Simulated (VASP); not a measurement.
# HfC (Fm-3m) in VASP: settings compared

The runs below take HfC through relaxation of cell and atoms, single point, with HSE06, LDA, revPBE, r2SCAN.

Everything below comes from runs of VASP 6.6.1. Logs are shortened: lines on timing, memory, paths and dates and some standing lists are left out, and cuts for length are marked.

### Step 1. The cell of the first run

Symmetry: Fm-3m, No. 225, cubic system. The conventional cell has a = 4.650 Å, b = 4.650 Å, c = 4.650 Å, α = 90.00°, β = 90.00°, γ = 90.00°. Hf (site symmetry m-3m) has 6 C at 2.33 Å within 3.1 Å. Within 3.1 Å of C (site symmetry m-3m) lie 6 Hf at 2.33 Å.

### Step 2. Relaxation of cell and atoms, HSE06

The input, POSCAR:

```
HfC
1.0
    0.0000000000      2.3250000000      2.3250000000
    2.3250000000      0.0000000000      2.3250000000
    2.3250000000      2.3250000000      0.0000000000
Hf C
1 1
Direct
    0.5000000000      0.5000000000      0.5000000000
    0.0000000000      0.0000000000      0.0000000000
```

The input, INCAR.step1:

```
ALGO = Normal
EDIFF = 1E-5
ENCUT = 600
GGA = PE
ISMEAR = -1
LASPH = T
LCHARG = F
LREAL = F
LWAVE = T
NBANDS = 14
NELM = 100
PREC = Accurate
SIGMA = 0.05
```

The input, INCAR.step2:

```
ALGO = Normal
EDIFF = 1E-6
EDIFFG = -0.01
ENCUT = 600
GGA = PE
HFSCREEN = 0.2079
IBRION = 2
ISIF = 3
ISMEAR = -1
ISTART = 1
LASPH = T
LCHARG = F
LHFCALC = T
LREAL = F
LWAVE = F
NELM = 100
NSW = 60
PREC = Accurate
PRECFOCK = Normal
SIGMA = 0.05
```

The input, KPOINTS:

```
k-points
0
Gamma
  5 5 5
```

Potentials or basis: VASP PAW PBE potentials, release 64 (Hf_pv, C).

The run is started by

```
$ cat potpaw_PBE.64/Hf_pv/POTCAR potpaw_PBE.64/C/POTCAR > POTCAR
$ cp INCAR.step1 INCAR
$ mpirun -np 1 vasp_std > vasp.out
$ cp INCAR.step2 INCAR
$ mpirun -np 1 vasp_std > vasp.out
```

OUTCAR:

```text
EDIFF = 1E-6
   EDIFFG = -0.01
   ENCUT = 600
   GGA = PE
   HFSCREEN = 0.2079
   IBRION = 2
   ISIF = 3
   ISMEAR = -1
   ISTART = 1
   LASPH = T
   LHFCALC = T
   LREAL = F
   NELM = 100
   NSW = 60
   PREC = Accurate
   PRECFOCK = Normal

 ion  position               nearest neighbor table
   1  0.500  0.500  0.500-   2 2.33   2 2.33   2 2.33   2 2.33   2 2.33   2 2.33
   2  0.000  0.000  0.000-   1 2.33   1 2.33   1 2.33   1 2.33   1 2.33   1 2.33

  LATTYP: Found a face centered cubic cell.
 ALAT       =     4.6500000000

  Lattice vectors:

 A1 = (   0.0000000000,   2.3250000000,   2.3250000000)
 A2 = (   2.3250000000,   0.0000000000,   2.3250000000)
 A3 = (   2.3250000000,   2.3250000000,   0.0000000000)

Analysis of symmetry for initial positions (statically):
=====================================================================
 Subroutine PRICEL returns:
 Original cell was already a primitive cell.

 Routine SETGRP: Setting up the symmetry group for a
 face centered cubic supercell.

 Subroutine GETGRP returns: Found 48 space group operations
 (whereof 48 operations were pure point group operations)
 out of a pool of 48 trial point group operations.

The static configuration has the point symmetry O_h .

Analysis of symmetry for dynamics (positions and initial velocities):
=====================================================================
 Subroutine PRICEL returns:
 Original cell was already a primitive cell.

 Routine SETGRP: Setting up the symmetry group for a
 face centered cubic supercell.

 Subroutine GETGRP returns: Found 48 space group operations
 (whereof 48 operations were pure point group operations)
 out of a pool of 48 trial point group operations.

The dynamic configuration has the point symmetry O_h .

 Subroutine INISYM returns: Found 48 space group operations
 (whereof 48 operations are pure point group operations),
 and found     1 'primitive' translations

----------------------------------------------------------------------------------------

                                     Primitive cell

  volume of cell :      25.1362

  direct lattice vectors                    reciprocal lattice vectors
     0.000000000  2.325000000  2.325000000    -0.215053763  0.215053763  0.215053763
     2.325000000  0.000000000  2.325000000     0.215053763 -0.215053763  0.215053763
     2.325000000  2.325000000  0.000000000     0.215053763  0.215053763 -0.215053763

  length of vectors
     3.288046533  3.288046533  3.288046533     0.372484045  0.372484045  0.372484045
[... 68 lines left out ...]
   EDIFFG = -.1E-01   stopping-criterion for IOM
   NSW    =     60    number of steps for IOM
   IBRION =      2    ionic relax: 0-MD 1-quasi-New 2-CG
   NFREE  =      1    steps in history (QN), initial steepest desc. (CG)
   ISIF   =      3    stress and relaxation
   ISYM   =      3    0-nonsym 1-usesym 2-fastsym
   POTIM  = 0.5000    time-step for ionic-motion
   TEBEG  =    0.0;   TEEND  =   0.0 temperature during run
   PSTRESS=    0.0 pullay stress
   NELECT =      14.0000    total number of electrons
   NUPDOWN=      -1.0000    fix difference up-down
   EMIN   =  10.00;   EMAX   =-10.00  energy-range for DOS
   EFERMI =   0.00;   METHOD = LEGACY
   ISMEAR =    -1;   SIGMA  =   0.05  broadening in eV -4-tet -1-fermi 0-gaus
   EFERMI_NEDOS =   21; number of points for ismear=-14 and -15
   IALGO  =     38    algorithm
   IMIX   =      1    mixing-type and parameters
     AMIX     =   0.40;   BMIX     =  1.00
     AMIX_MAG =   1.60;   BMIX_MAG =  1.00
  volume/ion in A,a.u.               =      12.57        84.81
  Fermi-wavevector in a.u.,A,eV,Ry     =   1.346949  2.545365 24.684672  1.814272
  Thomas-Fermi vector in A             =   2.474740
   LORBIT       =      0    0 simple, 1 ext, 2 COOP (PROOUT), +10 PAW based schemes
   GGA     = PE    functional components
   LHFCALC =     T    Hartree Fock is set to
   PRECFOCK=normal    Normal, Fast or Accurate (Low or Medium for compatibility)
   ENCUT4O =  -1.0   cutoff for four orbital integrals eV
   NKREDX  =     1    reduce k-point grid by
   NKREDY  =     1    reduce k-point grid by
   NKREDZ  =     1    reduce k-point grid by
   AEXX    =    0.2500 exact exchange contribution
   HFSCREEN=    0.2079 screening length (either q_TF or 0.3 A-1)
   HFSCREENC=   0.2079 screening length for correlation (either q_TF or 0.3 A-1)
   ENCUTFOCK=  -1.0 apply spherical cutoff to Coloumb kernel
   IVDW    =     0    specifies the selected vdW correction
   LEPSILON=     F    determine dielectric tensor
   LRPA    =     F    only Hartree local field effects (RPA)
 conjugate gradient relaxation of ions
 non-spin polarized calculation
  energy-cutoff  :      600.00
  volume of cell :       25.14
 maximum number of plane-waves:       869
 NGX is ok and might be reduce to    28
  NGX = 20; NGY = 20; NGZ = 20

--------------------------------------- Ionic step        1  -------------------------------------------

 number of electron      14.0000000 magnetization

 Free energy of the ion-electron system (eV)
  ---------------------------------------------------
  ext. energy  EPLUGINS =         0.00000000
  ---------------------------------------------------
  free energy    TOTEN  =       -23.96574912 eV

  energy without entropy =      -23.95881297  energy(sigma->0) =      -23.96228105

------------------------ aborting loop because EDIFF is reached ----------------------------------------

  FORCE on cell =-STRESS in cart. coord.  units (eV):
  Direction    XX          YY          ZZ          XY          YZ          ZX
  --------------------------------------------------------------------------------------
  -------------------------------------------------------------------------------------
  Total       -0.5980200     -0.5980200     -0.5980200      0.0000000      0.0000000      0.0000000
  in kB      -38.1177657    -38.1177657    -38.1177657      0.0000000      0.0000000      0.0000000
  external PRESSURE =     -38.1177657 kB  Pullay stress =       0.0000000 kB
[... 59 lines left out ...]
--------------------------------------- Ionic step        3  -------------------------------------------

 number of electron      14.0000000 magnetization

 Free energy of the ion-electron system (eV)
  ---------------------------------------------------
  ext. energy  EPLUGINS =         0.00000000
  ---------------------------------------------------
  free energy    TOTEN  =       -23.97036057 eV

  energy without entropy =      -23.96363543  energy(sigma->0) =      -23.96699800

 E-fermi :   5.5386     XC(G=0): -10.1176

 val. band max:        5.4689614951   @ k =   0.4000   0.4000   0.0000
 cond. band min:       6.1720162956   @ k =   0.2000   0.2000   0.0000
 fundamental gap:      0.7030548005
 Fermi energy:         5.5385969966

 k-point     1 :       0.0000    0.0000    0.0000
  band No.  band energies     occupation
      1     -25.8582      2.00000
      2     -25.8582      2.00000
      3     -25.8582      2.00000
      4      -8.1958      2.00000
      5       6.9498      0.00000
      6       6.9498      0.00000
      7       6.9498      0.00000
      8       7.8060      0.00000
      9       7.8060      0.00000
     10       7.8060      0.00000
     11       9.8160      0.00000
[... 153 lines left out ...]
  FREE ENERGIE OF THE ION-ELECTRON SYSTEM (eV)
  ---------------------------------------------------
  free  energy   TOTEN  =       -23.9703605738 eV

  energy  without entropy=      -23.9636354286  energy(sigma->0) =      -23.96699800

 reached required accuracy - stopping structural energy minimisation
```

OUTCAR.step1:

```text
EDIFF = 1E-5
   ENCUT = 600
   GGA = PE
   ISMEAR = -1
   LASPH = T
   LREAL = F
[... 372 lines left out ...]
 -----------------------------------------------------------------------------------
      2.32500      2.32500      2.32500         0.000000      0.000000      0.000000
      0.00000      0.00000      0.00000        -0.000000     -0.000000     -0.000000
 -----------------------------------------------------------------------------------
    total drift:                                0.000000      0.000000      0.000000

  FREE ENERGIE OF THE ION-ELECTRON SYSTEM (eV)
  ---------------------------------------------------
  free  energy   TOTEN  =       -21.0026887770 eV

  energy  without entropy=      -20.9945054212  energy(sigma->0) =      -20.99859710
```

It took 16 min on 1 thread of Intel Xeon Platinum 8488C (Sapphire Rapids), shared host; peak memory 0.27 GiB.

Results:

| Quantity | Value |
| --- | --- |
| Free energy | -23.9704 eV |
| Relaxed volume | 12.38 Å³/atom |
| Relaxed cell | a = 3.271 Å, b = 3.271 Å, c = 3.271 Å, α = 60.00°, β = 60.00°, γ = 60.00° |
| Space group after relaxing (to 0.1 Å) | Fm-3m (No. 225) |
| Energy gained by relaxing | 2.3 meV/atom |
| Ionic steps | 3 |
| Pressure after relaxing | 0.0 GPa |
| Band gap on the k mesh | zero (bands 7 and 8 overlap by 1.48 eV) |

Step by step:
```tsv
step	energy change (eV)	largest force (eV/Å)	pressure (GPa)	volume (Å³)
1	0.0000	0.0000	-3.81	25.14
2	0.0114	0.0000	7.63	24.06
3	-0.0046	0.0000	-0.01	24.76
```

Final structure:
```
Hf C
1.0
     0.00000    2.31324    2.31324
     2.31324    0.00000    2.31324
     2.31324    2.31324    0.00000
Hf C
1 1
Direct
  0.50000 0.50000 0.50000
  0.00000 0.00000 0.00000
```

Caveat: the k points lie up to 0.47 Å⁻¹ apart in the final cell, too coarse for converged energies and pressures of a metal; the PAW data sets were made with another functional, which shifts forces and pressure a little; spin-orbit coupling is left out, which moves the levels of the heavy elements.

### Step 3. Single point, LDA

The input, INCAR:

```
PREC = Accurate ; ENCUT = 520
EDIFF = 1E-6 ; ISMEAR = -1
SIGMA = 0.05 ; LREAL = F
LASPH = T ; NELM = 80
ALGO = Normal ; ISIF = 2
LWAVE = F ; LCHARG = T
GGA = CA ; LELF = T
LVHAR = T ; NBANDS = 14
```

The input, KPOINTS:

```
regular mesh
0
Gamma
  6 6 6
```

POSCAR is that of step 2.

Potentials or basis: VASP PAW LDA potentials, release 64 (Hf_pv, C).

The run is started by

```
$ cat potpaw_LDA.64/Hf_pv/POTCAR potpaw_LDA.64/C/POTCAR > POTCAR
$ mpirun -np 1 vasp_std > vasp.out
```

OUTCAR:

```text
PREC = Accurate
   ENCUT = 520
   EDIFF = 1E-6
   ISMEAR = -1
   LREAL = F
   LASPH = T
   NELM = 80
   ISIF = 2
   GGA = CA

 ion  position               nearest neighbor table
   1  0.500  0.500  0.500-   2 2.33   2 2.33   2 2.33   2 2.33   2 2.33   2 2.33
   2  0.000  0.000  0.000-   1 2.33   1 2.33   1 2.33   1 2.33   1 2.33   1 2.33

  LATTYP: Found a face centered cubic cell.
 ALAT       =     4.6500000000

  Lattice vectors:

 A1 = (   0.0000000000,   2.3250000000,   2.3250000000)
 A2 = (   2.3250000000,   0.0000000000,   2.3250000000)
 A3 = (   2.3250000000,   2.3250000000,   0.0000000000)

Analysis of symmetry for initial positions (statically):
=====================================================================
 Subroutine PRICEL returns:
 Original cell was already a primitive cell.

 Routine SETGRP: Setting up the symmetry group for a
 face centered cubic supercell.

 Subroutine GETGRP returns: Found 48 space group operations
 (whereof 48 operations were pure point group operations)
 out of a pool of 48 trial point group operations.

The static configuration has the point symmetry O_h .

Analysis of symmetry for dynamics (positions and initial velocities):
=====================================================================
 Subroutine PRICEL returns:
 Original cell was already a primitive cell.

 Routine SETGRP: Setting up the symmetry group for a
 face centered cubic supercell.

 Subroutine GETGRP returns: Found 48 space group operations
 (whereof 48 operations were pure point group operations)
 out of a pool of 48 trial point group operations.

The dynamic configuration has the point symmetry O_h .

 Subroutine INISYM returns: Found 48 space group operations
 (whereof 48 operations are pure point group operations),
 and found     1 'primitive' translations

----------------------------------------------------------------------------------------

                                     Primitive cell

[... 109 lines left out ...]
   IVDW    =     0    specifies the selected vdW correction
   LEPSILON=     F    determine dielectric tensor
   LRPA    =     F    only Hartree local field effects (RPA)
 non-spin polarized calculation
  energy-cutoff  :      520.00
  volume of cell :       25.14
 maximum number of plane-waves:       700
   NGX = 13   NGY = 13   NGZ = 13

 number of electron      14.0000000 magnetization

 Free energy of the ion-electron system (eV)
  ---------------------------------------------------
  ext. energy  EPLUGINS =         0.00000000
  ---------------------------------------------------
  free energy    TOTEN  =       -22.83886015 eV

  energy without entropy =      -22.83542103  energy(sigma->0) =      -22.83714059

 E-fermi :   5.7396     XC(G=0): -12.4871

 val. band max:        5.6207126552   @ k =   0.1667   0.1667   0.0000
 cond. band min:       5.8096071885   @ k =   0.5000   0.5000   0.0000
 fundamental gap:      0.1888945333
 Fermi energy:         5.7395829344

 k-point     1 :       0.0000    0.0000    0.0000
  band No.  band energies     occupation
      1     -23.5569      2.00000
      2     -23.5569      2.00000
      3     -23.5569      2.00000
      4      -6.2885      2.00000
      5       6.8860      0.00000
      6       6.8860      0.00000
      7       6.8860      0.00000
      8       7.1458      0.00000
      9       7.1458      0.00000
     10       7.1458      0.00000
     11       9.1687      0.00000
     12       9.1687      0.00000
     13      12.8050      0.00000
     14      16.8897      0.00000
[... 241 lines left out ...]
      1     -24.0742      2.00000
      2     -23.8891      2.00000
      3     -23.8042      2.00000
      4      -3.8258      2.00000
      5       3.2177      2.00000
      6       3.3532      2.00000
      7       3.4935      2.00000
      8       7.8357      0.00000
      9      11.0250      0.00000
     10      12.4763      0.00000
     11      12.5525      0.00000
     12      14.3122      0.00000
     13      17.3627      0.00000
     14      18.7223      0.00000

------------------------ aborting loop because EDIFF is reached ----------------------------------------

  FORCE on cell =-STRESS in cart. coord.  units (eV):
  Direction    XX          YY          ZZ          XY          YZ          ZX
  --------------------------------------------------------------------------------------
  -------------------------------------------------------------------------------------
  Total       -1.8081845     -1.8081845     -1.8081845     -0.0000000     -0.0000000      0.0000000
  in kB     -115.2535911   -115.2535911   -115.2535911     -0.0000000     -0.0000000      0.0000000
  external PRESSURE =    -115.2535911 kB  Pullay stress =       0.0000000 kB

 VOLUME and BASIS-vectors are now :
 -----------------------------------------------------------------------------
  energy-cutoff  :      520.00
  volume of cell :       25.14
      direct lattice vectors                 reciprocal lattice vectors
     0.000000000  2.325000000  2.325000000    -0.215053763  0.215053763  0.215053763
     2.325000000  0.000000000  2.325000000     0.215053763 -0.215053763  0.215053763
     2.325000000  2.325000000  0.000000000     0.215053763  0.215053763 -0.215053763

 POSITION                                       TOTAL-FORCE (eV/Angst)
 -----------------------------------------------------------------------------------
      2.32500      2.32500      2.32500         0.000000      0.000000      0.000000
      0.00000      0.00000      0.00000        -0.000000     -0.000000     -0.000000
 -----------------------------------------------------------------------------------
    total drift:                                0.000000     -0.000000      0.000000

  FREE ENERGIE OF THE ION-ELECTRON SYSTEM (eV)
  ---------------------------------------------------
  free  energy   TOTEN  =       -22.8388601518 eV

  energy  without entropy=      -22.8354210316  energy(sigma->0) =      -22.83714059
```

stdout:

```text
POSCAR found type information on POSCAR HfC
 POSCAR found :  2 types and       2 ions
 scaLAPACK will be used
 LDA part: xc-table for (Slater(with rela. corr.)+CA(PZ))
 , standard interpolation
 POSCAR, INCAR and KPOINTS ok, starting setup
 FFT: planning ... GRIDC
 FFT: planning ... GRID_SOFT
 FFT: planning ... GRID
 WAVECAR not read
 entering main loop
```

Run time: 6.6 s. Hardware: 1 thread of Intel Xeon Platinum 8375C at 2.90GHz (Ice Lake), shared host; peak memory 0.13 GiB.

Results:

- Free energy: -22.8389 eV
- Pressure: -11.5 GPa
- Band gap on the k mesh: zero (bands 7 and 8 overlap by 1.36 eV)

Caveat: the k points lie up to 0.39 Å⁻¹ apart, too coarse for converged energies and pressures of a metal; spin-orbit coupling is left out, which moves the levels of the heavy elements.

### Step 4. Single point, revPBE

The input, INCAR:

```
SYSTEM = HfC
PREC = Accurate
ENCUT = 520
EDIFF = 1E-7
ISMEAR = -1
SIGMA = 0.05
LREAL = .False.
LASPH = .True.
NELM = 60
ALGO = Normal
ISIF = 2
LWAVE = .False.
LCHARG = .False.
GGA = RE
NBANDS = 14
```

The input, KPOINTS:

```
Automatic mesh
0
Gamma
  6 6 6
  0 0 0
```

POSCAR is that of step 3.

Potentials or basis: VASP PAW PBE potentials, release 64 (Hf_pv, C).

The run is started by

```
$ cat potpaw_PBE.64/Hf_pv/POTCAR potpaw_PBE.64/C/POTCAR > POTCAR
$ mpirun -np 1 vasp_std > vasp.out
```

It took 5.9 s on 1 thread of Intel Xeon Platinum 8375C at 2.90GHz (Ice Lake), shared host; peak memory 0.14 GiB.

It converged, with:

- Free energy: -20.2824 eV
- Pressure: 2.5 GPa
- Band gap on the k mesh: zero (bands 7 and 8 overlap by 1.36 eV)

Levels at points of the mesh, in eV from the Fermi level:
| k point | band 3 | band 4 | band 5 | band 6 | band 7 | band 8 | band 9 | band 10 | band 11 | band 12 |
| --- | --- | --- | --- | --- | --- | --- | --- | --- | --- | --- |
| (0.00, 0.00, 0.00) | -29.47 | -12.20 | 1.14 | 1.14 | 1.14 | 1.55 | 1.55 | 1.55 | 3.53 | 3.53 |
| (0.50, 0.00, 0.00) | -29.54 | -8.48 | -6.00 | -2.84 | -2.84 | 5.47 | 5.47 | 5.95 | 6.67 | 11.56 |
| (0.50, 0.50, 0.00) | -29.70 | -10.31 | -2.46 | -1.62 | 0.04 | 0.04 | 5.45 | 6.89 | 6.89 | 8.60 |

Caveat: the k points lie up to 0.39 Å⁻¹ apart, too coarse for converged energies and pressures of a metal; the PAW data sets were made with another functional, which shifts forces and pressure a little; spin-orbit coupling is left out, which moves the levels of the heavy elements.

[end of part 1 of 2]

The gap in the log of VASP goes by the Fermi energy; the results here count the filled bands.